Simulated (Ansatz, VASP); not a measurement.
Ge: VASP beside Ansatz

File POSCAR:

```
Ge
1.0
    4.0555834319      0.0000000000      0.0000000000
   -2.0277917160      3.5122382792      0.0000000000
    0.0000000000      0.0000000000      6.4046296298
Ge
4
Direct
    0.6666666667      0.3333333333      0.0629814339
    0.3333333333      0.6666666667      0.5629814339
    0.6666666667      0.3333333333      0.4370185661
    0.3333333333      0.6666666667      0.9370185661
```

Contents of INCAR.step1:

```
SYSTEM = Ge
ALGO = Normal
EDIFF = 1E-4
ENCUT = 520
GGA = PE
ISMEAR = 0
LASPH = .TRUE.
LCHARG = .FALSE.
LREAL = .FALSE.
LWAVE = .TRUE.
NBANDS = 36
NELM = 100
PREC = Accurate
SIGMA = 0.03
```

INCAR.step2

```
SYSTEM = Ge
ALGO = Normal
EDIFF = 1E-6
ENCUT = 520
ISIF = 2
ISMEAR = 0
ISTART = 1
LASPH = .TRUE.
LCHARG = .TRUE.
LELF = .TRUE.
LMIXTAU = .TRUE.
LREAL = .FALSE.
LVHAR = .TRUE.
LWAVE = .FALSE.
METAGGA = R2SCAN
NBANDS = 36
NELM = 100
PREC = Accurate
SIGMA = 0.03
```

File KPOINTS:

```
k-points
0
G
  12 12 6
  0 0 0
```

Input for Ansatz:

```yaml
crystal:
  lattice:
    - [4.0555834319, 0.0, 0.0]
    - [-2.027791716, 3.5122382792, 0.0]
    - [0.0, 0.0, 6.4046296298]
  atoms:
    - { symbol: Ge, position: [0.6666666667, 0.3333333333, 0.0629814339] }
    - { symbol: Ge, position: [0.3333333333, 0.6666666667, 0.5629814339] }
    - { symbol: Ge, position: [0.6666666667, 0.3333333333, 0.4370185661] }
    - { symbol: Ge, position: [0.3333333333, 0.6666666667, 0.9370185661] }
basis:
  ecutwfc: 500
kpoints:
  mp_grid: { grid: [12, 12, 6] }
hamiltonian:
  xc: r2scan
scf:
  occupations: { method: gaussian, width: 0.03 }
output:
  forces: true
  stress: true
  eigenvalues: true
```

Change from the starting cell: strain +0.015 along x and y, -0.030 along z, atoms carried along.

Alike in both runs: task single point; functional r2SCAN; k mesh 12 × 12 × 6; occupations gaussian, width 0.03 eV; no spin polarisation.

|  | VASP | Ansatz |
| --- | --- | --- |
| version | VASP 6.6.1 | Ansatz 0.2.0 |
| potentials or method | VASP PAW PBE potentials, release 64 (Ge_d), cutoff 520 eV | scalar-relativistic, plane waves, PAW |
| valence electrons in the cell | 56 | 56 |

|  | VASP | Ansatz | Ansatz less VASP |
| --- | --- | --- | --- |
| gap on the k mesh at the Fermi level (eV) | none | none | - |
| pressure (GPa) | 0.4 | 0.4 | -0.06 |
| traceless stress, the component that is largest in VASP (GPa) | 6.03 | 6.00 | -0.024 |
| rms of the force components (eV/Å) | 0.274 | 0.275 | +0.0012 |

VASP's potentials were made for PBE, not for r2SCAN. Atom by atom the forces differ by 0.001 eV/Å (rms over components). A gap of «none» marks a metal or a gap that the smearing closes.
